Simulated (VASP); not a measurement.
# Cs4SrH4 (I4/m) in VASP: single point with PBE

Aim: the single point of Cs4SrH4 with PBE.

Everything below comes from runs of VASP 6.6.1. Logs are shortened: lines on timing, memory, paths and dates and some standing lists are left out, and cuts for length are marked.

## 1. The cell of the first run

It takes space group I4/m (No. 87, tetragonal). The conventional cell has a = 8.939 Å, b = 8.939 Å, c = 5.801 Å, α = 90.00°, β = 90.00°, γ = 90.00°. Cs (site symmetry m) has 5 H at 2.64 to 3.08 Å within 3.5 Å. Within 3.5 Å of H (site symmetry m) lie 5 Cs at 2.64 to 3.08 Å and 1 Sr at 2.68 Å. Sr (site symmetry 4/m) has 4 H at 2.68 Å within 3.5 Å.

## 2. Single point, PBE

File INCAR:

```
SYSTEM = Cs4SrH4
  ALGO = Normal
  EDIFF = 1E-6
  ENCUT = 520
  GGA = PE
  ISIF = 2
  ISMEAR = -1
  LASPH = .True.
  LCHARG = .False.
  LREAL = .False.
  LWAVE = .False.
  NBANDS = 35
  NELM = 60
  PREC = Accurate
  SIGMA = 0.1
```

File KPOINTS:

```
k-points
0
Gamma
  7 7 7
  0 0 0
```

File POSCAR:

```
Cs4SrH4
1.0
    0.0000000000      0.0000000000      5.8006430000
    4.4693020000     -4.4693020000      2.9003220000
    4.4693020000      4.4693020000     -2.9003220000
Cs H Sr
4 4 1
Direct
    0.2110000000      0.1840000000      0.6060000000
    0.3950000000      0.3940000000      0.1840000000
    0.7890000000      0.8160000000      0.3940000000
    0.6050000000      0.6060000000      0.8160000000
    0.2920000000      0.7740000000      0.3580000000
    0.0660000000      0.6420000000      0.7740000000
    0.7080000000      0.2260000000      0.6420000000
    0.9340000000      0.3580000000      0.2260000000
    0.0000000000      0.0000000000      0.0000000000
```

Potentials or basis: VASP PAW PBE potentials, release 64 (Cs_sv, H, Sr_sv).

Run with:

```bash
$ cat potpaw_PBE.64/Cs_sv/POTCAR potpaw_PBE.64/H/POTCAR potpaw_PBE.64/Sr_sv/POTCAR > POTCAR
$ mpirun -np 1 vasp_std > vasp.out
```

OUTCAR:

```text
SYSTEM = Cs4SrH4
   EDIFF = 1E-6
   ENCUT = 520
   GGA = PE
   ISIF = 2
   ISMEAR = -1
   LASPH = .True.
   LREAL = .False.
   NELM = 60
   PREC = Accurate

 ion  position               nearest neighbor table
   1  0.211  0.184  0.606-   9 4.00   9 4.00   9 4.00
   2  0.395  0.394  0.184-   9 4.00   9 4.00   9 4.00
   3  0.789  0.816  0.394-   9 4.00   9 4.00   9 4.00
   4  0.605  0.606  0.816-   9 4.00   9 4.00   9 4.00
   5  0.292  0.774  0.358-   9 2.68
   6  0.066  0.642  0.774-   9 2.68
   7  0.708  0.226  0.642-   9 2.68
   8  0.934  0.358  0.226-   9 2.68
   9  0.000  0.000  0.000-   6 2.68   8 2.68   7 2.68   5 2.68   3 4.00   1 4.00   4 4.00   2 4.00
                             2 4.00   4 4.00   3 4.00   1 4.00   1 4.00   3 4.00   4 4.00   2 4.00

  LATTYP: Found a body centered tetragonal cell.
 ALAT       =     8.9386040000
 C/A-ratio  =     0.6489428327

  Lattice vectors:

 A1 = (   4.4693020000,  -4.4693020000,  -2.9003210000)
 A2 = (  -4.4693020000,   4.4693020000,  -2.9003220000)
 A3 = (   4.4693020000,   4.4693020000,   2.9003210000)

Analysis of symmetry for initial positions (statically):
=====================================================================
 Subroutine PRICEL returns:
 Original cell was already a primitive cell.

 Routine SETGRP: Setting up the symmetry group for a
 body centered tetragonal supercell.

 Subroutine GETGRP returns: Found  8 space group operations
 (whereof  8 operations were pure point group operations)
 out of a pool of 16 trial point group operations.

The static configuration has the point symmetry C_4h.

Analysis of symmetry for dynamics (positions and initial velocities):
=====================================================================
 Subroutine PRICEL returns:
 Original cell was already a primitive cell.

 Routine SETGRP: Setting up the symmetry group for a
 body centered tetragonal supercell.

 Subroutine GETGRP returns: Found  8 space group operations
 (whereof  8 operations were pure point group operations)
 out of a pool of 16 trial point group operations.

The dynamic configuration has the point symmetry C_4h.

 Subroutine INISYM returns: Found  8 space group operations
 (whereof  8 operations are pure point group operations),
 and found     1 'primitive' translations

----------------------------------------------------------------------------------------

                                     Primitive cell

  volume of cell :     231.7317

  direct lattice vectors                    reciprocal lattice vectors
     0.000000000  0.000000000  5.800643000     0.000000000  0.111874312  0.172394681
     4.469302000 -4.469302000  2.900322000     0.111874293 -0.111874293  0.000000000
     4.469302000  4.469302000 -2.900322000     0.111874293  0.111874293  0.000000000

  length of vectors
     5.800643000  6.954220908  6.954220908     0.205513473  0.158214142  0.158214142

  position of ions in fractional coordinates (direct lattice)
     0.211000000  0.184000000  0.606000000
     0.395000000  0.394000000  0.184000000
     0.789000000  0.816000000  0.394000000
     0.605000000  0.606000000  0.816000000
     0.292000000  0.774000000  0.358000000
     0.066000000  0.642000000  0.774000000
     0.708000000  0.226000000  0.642000000
     0.934000000  0.358000000  0.226000000
     0.000000000  0.000000000  0.000000000

  ion indices of the primitive-cell ions
   primitive index   ion index
                 1           1
                 2           2
                 3           3
                 4           4
                 5           5
                 6           6
                 7           7
                 8           8
                 9           9

----------------------------------------------------------------------------------------

 KPOINTS: k-points

Automatic generation of k-mesh.
 Grid dimensions read from file:
 generate k-points for:    7    7    7

 Generating k-lattice:

  Cartesian coordinates                     Fractional coordinates (reciprocal lattice)
     0.000000000  0.015982045  0.024627812     0.142857143  0.000000000  0.000000000
     0.015982042 -0.015982042  0.000000000     0.000000000  0.142857143  0.000000000
     0.015982042  0.015982042  0.000000000     0.000000000  0.000000000  0.142857143

  Length of vectors
     0.029359068  0.022602020  0.022602020

  Shift w.r.t. Gamma in fractional coordinates (k-lattice)
     0.000000000  0.000000000  0.000000000

 Subroutine IBZKPT returns following result:
 ===========================================

 Found     52 irreducible k-points:

 Following reciprocal coordinates:
            Coordinates               Weight
  0.000000  0.000000  0.000000      1.000000
  0.142857  0.000000 -0.000000      8.000000
  0.285714  0.000000 -0.000000      8.000000
  0.428571  0.000000 -0.000000      8.000000
  0.000000  0.142857  0.000000      4.000000
  0.285714  0.142857 -0.000000      8.000000
[... 16 lines left out ...]
  0.000000  0.142857  0.142857      4.000000
  0.285714  0.142857  0.142857      8.000000
 [... further k-points ...]
   k-points           NKPTS =     52   k-points in BZ     NKDIM =     52   number of bands    NBANDS=     35
   number of dos      NEDOS =    301   number of ions     NIONS =      9
   total plane-waves  NPLWV = 139968
   dimension x,y,z NGX =    48 NGY =   54 NGZ =   54
   dimension x,y,z NGXF=    96 NGYF=  108 NGZF=  108
   ions per type =               4   4   1
   NGX,Y,Z   is equivalent  to a cutoff of  13.76, 12.91, 12.91 a.u.
   NGXF,Y,Z  is equivalent  to a cutoff of  27.51, 25.82, 25.82 a.u.
 SYSTEM =  Cs4SrH4
   PREC   = accura    normal or accurate (medium, high low for compatibility)
   ISTART =      0    job   : 0-new  1-cont  2-samecut
   ICHARG =      2    charge: 1-file 2-atom 10-const
   ISPIN  =      1    spin polarized calculation?
   LNONCOLLINEAR =      F non collinear calculations
   LSORBIT =      F    spin-orbit coupling
   LASPH  =      T    aspherical Exc in radial PAW
   ENCUT  =  520.0 eV  38.22 Ry    6.18 a.u.  10.79 12.93 12.93*2*pi/ulx,y,z
   NELM   =     60;   NELMIN=  2; NELMDL= -5     # of ELM steps
   EDIFF  = 0.1E-05   stopping-criterion for ELM
   LREAL  =      F    real-space projection
   EDIFFG = 0.1E-04   stopping-criterion for IOM
   NSW    =      0    number of steps for IOM
   IBRION =     -1    ionic relax: 0-MD 1-quasi-New 2-CG
   NFREE  =      0    steps in history (QN), initial steepest desc. (CG)
   ISIF   =      2    stress and relaxation
   ISYM   =      2    0-nonsym 1-usesym 2-fastsym
   POTIM  = 0.5000    time-step for ionic-motion
   TEBEG  =    0.0;   TEEND  =   0.0 temperature during run
   PSTRESS=    0.0 pullay stress
   NELECT =      50.0000    total number of electrons
   NUPDOWN=      -1.0000    fix difference up-down
   EMIN   =  10.00;   EMAX   =-10.00  energy-range for DOS
   EFERMI =   0.00;   METHOD = LEGACY
   ISMEAR =    -1;   SIGMA  =   0.10  broadening in eV -4-tet -1-fermi 0-gaus
   EFERMI_NEDOS =   21; number of points for ismear=-14 and -15
   IALGO  =     38    algorithm
   IMIX   =      4    mixing-type and parameters
     AMIX     =   0.40;   BMIX     =  1.00
     AMIX_MAG =   1.60;   BMIX_MAG =  1.00
  volume/ion in A,a.u.               =      25.75       173.76
  Fermi-wavevector in a.u.,A,eV,Ry     =   0.981905  1.855532 13.117897  0.964138
  Thomas-Fermi vector in A             =   2.112948
   LORBIT       =      0    0 simple, 1 ext, 2 COOP (PROOUT), +10 PAW based schemes
   GGA     = PE    functional components
   LHFCALC =     F    Hartree Fock is set to
   AEXX    =    0.0000 exact exchange contribution
   IVDW    =     0    specifies the selected vdW correction
   LEPSILON=     F    determine dielectric tensor
   LRPA    =     F    only Hartree local field effects (RPA)
 non-spin polarized calculation
  energy-cutoff  :      520.00
  volume of cell :      231.73
 maximum number of plane-waves:      6286
 NGX is ok and might be reduce to    48
   NGX = 21   NGY = 25   NGZ = 25

 number of electron      50.0000001 magnetization

 Free energy of the ion-electron system (eV)
  ---------------------------------------------------
  ext. energy  EPLUGINS =         0.00000000
  ---------------------------------------------------
  free energy    TOTEN  =       -17.81311159 eV

  energy without entropy =      -17.73933788  energy(sigma->0) =      -17.77622473

 E-fermi :   3.6197     XC(G=0):  -8.4757

 val. band max:        3.4572718806   @ k =   0.2857   0.1429   0.1429
 cond. band min:       3.6792565089   @ k =  -0.4286  -0.2857  -0.1429
 fundamental gap:      0.2219846283
 Fermi energy:         3.6197189902

 k-point     1 :       0.0000    0.0000    0.0000
  band No.  band energies     occupation
      1     -33.1613      2.00000
      2     -19.9498      2.00000
      3     -19.6806      2.00000
      4     -19.6728      2.00000
      5     -19.6728      2.00000
      6     -15.2153      2.00000
[... 27 lines left out ...]
     34       6.6696      0.00000
     35       6.6764      0.00000

 k-point     2 :       0.1429    0.0000   -0.0000
  band No.  band energies     occupation
      1     -33.1613      2.00000
      2     -19.9328      2.00000
      3     -19.6985      2.00000
      4     -19.6799      2.00000
      5     -19.6650      2.00000
      6     -15.2155      2.00000
[... 27 lines left out ...]
     34       6.5135      0.00000
     35       6.7278      0.00000

 k-point     3 :       0.2857    0.0000   -0.0000
  band No.  band energies     occupation
      1     -33.1612      2.00000
      2     -19.8872      2.00000
      3     -19.7204      2.00000
      4     -19.7018      2.00000
      5     -19.6674      2.00000
      6     -15.2160      2.00000
[... 27 lines left out ...]
     34       6.2573      0.00000
     35       6.3818      0.00000
[... 723 lines left out ...]
 k-point    23 :       0.0000    0.1429    0.1429
  band No.  band energies     occupation
      1     -33.1613      2.00000
      2     -19.9286      2.00000
      3     -19.7194      2.00000
      4     -19.6787      2.00000
      5     -19.6515      2.00000
      6     -15.2155      2.00000
[... 27 lines left out ...]
     34       6.3265      0.00000
     35       6.8983      0.00000

 k-point    24 :       0.2857    0.1429    0.1429
  band No.  band energies     occupation
      1     -33.1612      2.00000
      2     -19.8704      2.00000
      3     -19.7475      2.00000
      4     -19.6993      2.00000
      5     -19.6605      2.00000
      6     -15.2159      2.00000
[... 27 lines left out ...]
     34       6.2606      0.00000
     35       6.5025      0.00000

 [... further k-points ...]
[... 5 lines left out ...]
  --------------------------------------------------------------------------------------
  -------------------------------------------------------------------------------------
  Total        7.1279274      7.1279274      7.9197151     -0.0000000     -0.0000008     -0.0000000
  in kB       49.2819985     49.2819985     54.7563643     -0.0000000     -0.0000055     -0.0000000
  external PRESSURE =      51.1067871 kB  Pullay stress =       0.0000000 kB

 VOLUME and BASIS-vectors are now :
 -----------------------------------------------------------------------------
  energy-cutoff  :      520.00
  volume of cell :      231.73
      direct lattice vectors                 reciprocal lattice vectors
     0.000000000  0.000000000  5.800643000     0.000000000  0.111874312  0.172394681
     4.469302000 -4.469302000  2.900322000     0.111874293 -0.111874293  0.000000000
     4.469302000  4.469302000 -2.900322000     0.111874293  0.111874293  0.000000000

 POSITION                                       TOTAL-FORCE (eV/Angst)
 -----------------------------------------------------------------------------------
      3.53075      1.88605     -0.00000         0.126516      0.040090     -0.000000
      2.58326     -0.93855      2.90032        -0.040090      0.126516     -0.000000
      5.40786     -1.88605      5.80064        -0.126516     -0.040090      0.000000
      6.35535      0.93855      2.90032         0.040090     -0.126516      0.000000
      5.05925     -1.85923      2.90032         0.313613     -0.392339      0.000000
      6.32853      0.58995     -0.00000         0.392339      0.313613     -0.000000
      3.87935      1.85923      2.90032        -0.313613      0.392339     -0.000000
      2.61007     -0.58995      5.80064        -0.392339     -0.313613      0.000000
      0.00000      0.00000      0.00000         0.000000      0.000000     -0.000000
 -----------------------------------------------------------------------------------
    total drift:                               -0.000000     -0.000000      0.000000

  FREE ENERGIE OF THE ION-ELECTRON SYSTEM (eV)
  ---------------------------------------------------
  free  energy   TOTEN  =       -17.8131115855 eV

  energy  without entropy=      -17.7393378837  energy(sigma->0) =      -17.77622473
```

It took 17 min on 1 thread of Oxide Virtual Turin-like, shared host; peak memory 0.59 GiB.

Results:

```
Free energy            : -17.8131 eV
Pressure               : 5.1 GPa
Largest force          : 0.502 eV/Å
Band gap on the k mesh : 0.22 eV (least direct gap 0.24 eV)
```

Forces in eV/Å, atoms in the order of the input:
```
Cs   0.127  0.040  0.000
Cs  -0.040  0.127  0.000
Cs  -0.127 -0.040  0.000
Cs   0.040 -0.127  0.000
H    0.314 -0.392  0.000
H    0.392  0.314  0.000
H   -0.314  0.392  0.000
H   -0.392 -0.314  0.000
Sr   0.000  0.000  0.000
```

Levels at points of the mesh, in eV from the valence-band top:
| k point | band 22 | band 23 | band 24 | band 25 | band 26 | band 27 | band 28 | band 29 |
| --- | --- | --- | --- | --- | --- | --- | --- | --- |
| (0.00, 0.00, 0.00) | -3.29 | -3.29 | -3.25 | -0.02 | 0.95 | 1.51 | 1.51 | 1.75 |

Caveat: the cell stands under pressure; spin-orbit coupling is left out, which moves the levels of the heavy elements. A k mesh can miss the band edges.
